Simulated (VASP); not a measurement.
InO: single point with r2SCAN

The system is InO, a slab with vacuum.

```
CELL_PARAMETERS angstrom
3.50093 0.00000 0.00000
-1.75046 3.03189 0.00000
0.00000 0.00000 15.45084
ATOMIC_POSITIONS crystal
In 0.66667 0.33333 0.59002
In 0.66667 0.33333 0.40998
O 0.00000 0.00000 0.63987
O 0.00000 0.00000 0.36013
```

This cell differs from its parent crystal: ratio of the length along z to the lengths across it x 0.96, volume and fractional coordinates fixed.

```json
{
 "Program": "VASP 6.6.1",
 "Task": "single point",
 "Functional": "r2SCAN",
 "Potentials or basis": "VASP PAW PBE potentials, release 64 (In_d, O)",
 "Cutoff": "520 eV",
 "k mesh": "12 × 12 × 2",
 "Occupations": "gaussian, width 0.05 eV",
 "Spin": "no spin polarisation",
 "Dipole correction": "no",
 "Further INCAR settings": "ALGO = Normal; EDIFF = 1e-06; NBANDS = 27"
}
```

* Largest force: 0.637 eV/Å
* Band gap on the k mesh: 0.80 eV, indirect (least direct gap 1.38 eV)

Forces on the atoms (eV/Å):
```
In   0.000  0.000  0.637
In   0.000  0.000 -0.637
O    0.000  0.000 -0.377
O    0.000  0.000  0.377
```

Levels at points of the mesh, in eV from the valence-band top:
| k point | band 17 | band 18 | band 19 | band 20 | band 21 | band 22 |
| --- | --- | --- | --- | --- | --- | --- |
| (0.00, 0.00, 0.00) | -1.62 | -1.62 | -0.58 | 0.80 | 3.83 | 6.82 |
| (0.50, 0.00, 0.00) | -2.42 | -1.82 | -0.16 | 2.71 | 4.74 | 6.18 |
| (0.00, 0.00, 0.50) | -1.62 | -1.62 | -0.58 | 0.80 | 3.83 | 6.62 |
| (0.50, 0.00, 0.50) | -2.42 | -1.82 | -0.16 | 2.71 | 4.74 | 6.18 |

Wall time 8.8 min on 1 thread of Intel(R) Xeon(R) 6975P-C (Granite Rapids), with other jobs on the host, peak memory 0.42 GiB.

Caveat: the PAW data sets were made with another functional, which shifts forces and pressure a little; spin-orbit coupling is left out, which moves the levels of the heavy elements.
